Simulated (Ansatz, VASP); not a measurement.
## Ti2RuC3 in VASP and in Ansatz

The input INCAR:

```
SYSTEM = Ti2RuC3
PREC = Accurate ; ENCUT = 520
EDIFF = 1E-6 ; ISMEAR = 0
SIGMA = 0.1 ; LREAL = .False.
LASPH = .True. ; NELM = 150
ALGO = Normal ; ISIF = 2
LWAVE = .False. ; LCHARG = .False.
ISPIN = 2 ; MAGMOM = 1 1 1 0 0 0
LORBIT = 11 ; LMAXMIX = 4
GGA = PE ; NBANDS = 38
```

File KPOINTS:

```
regular mesh
0
Gamma
  6 6 4
  0 0 0
```

File POSCAR:

```
Ti2RuC3
1.0
    3.1090694734      0.0000000000      0.0000000000
   -1.5545347367      2.6925331461      0.0000000000
    0.0000000000      0.0000000000      7.2188374111
Ti Ru C
2 1 3
Direct
    0.3333333333      0.6666666667      0.6734250807
    0.6666666667      0.3333333333      0.3265749193
    0.0000000000      0.0000000000      0.0000000000
    0.0000000000      0.0000000000      0.5000000000
    0.3333333333      0.6666666667      0.1594374994
    0.6666666667      0.3333333333      0.8405625006
```

Input for Ansatz:

```yaml
crystal:
  lattice:
    - [3.1090694734, 0.0, 0.0]
    - [-1.5545347367, 2.6925331461, 0.0]
    - [0.0, 0.0, 7.2188374111]
  atoms:
    - { symbol: Ti, position: [0.3333333333, 0.6666666667, 0.6734250807], spin: 1.0 }
    - { symbol: Ti, position: [0.6666666667, 0.3333333333, 0.3265749193], spin: 1.0 }
    - { symbol: Ru, position: [0.0, 0.0, 0.0], spin: 1.0 }
    - { symbol: C, position: [0.0, 0.0, 0.5] }
    - { symbol: C, position: [0.3333333333, 0.6666666667, 0.1594374994] }
    - { symbol: C, position: [0.6666666667, 0.3333333333, 0.8405625006] }
basis:
  ecutwfc: 420
kpoints:
  mp_grid: { grid: [6, 6, 4] }
hamiltonian:
  xc: pbe
scf:
  occupations: { method: gaussian, width: 0.1 }
  lower_state_search: "off"
output:
  forces: true
  stress: true
  eigenvalues: true
  populations: true
magnetization:
  spin_polarized: true
```

Alike in both runs: task single point; functional PBE; k mesh 6 × 6 × 4; occupations gaussian, width 0.1 eV; collinear spin.

|  | VASP | Ansatz |
| --- | --- | --- |
| version | VASP 6.6.1 | Ansatz 0.2.0 |
| potentials or method | VASP PAW PBE potentials, release 64 (Ti_sv, Ru_pv, C), cutoff 520 eV | scalar-relativistic, plane waves, PAW |
| valence electrons in the cell | 50 | 52 |

Ansatz gave:

```
gap on the k mesh at the Fermi level (eV)                     : none
pressure (GPa)                                                : -0.2
traceless stress, the component that is largest in VASP (GPa) : -0.22
rms of the force components (eV/Å)                            : 0.018
net moment per atom (μB)                                      : 0.00
```

Problem. What did VASP give for the same quantities?

Solution. gap on the k mesh at the Fermi level (eV): none; pressure (GPa): 0.0; traceless stress, the component that is largest in VASP (GPa): -0.23; rms of the force components (eV/Å): 0.022; net moment per atom (μB): 0.00.

Atom by atom the forces differ by 0.005 eV/Å (rms over components). A gap of «none» marks a metal or a gap that the smearing closes. VASP's potentials hold 50 valence electrons a cell and Ansatz's 52, so a difference there can come from the potentials and not from the codes. Ansatz's warnings: seeded moment not kept.

The k mesh is coarse, so the values compare programs but aren't converged.
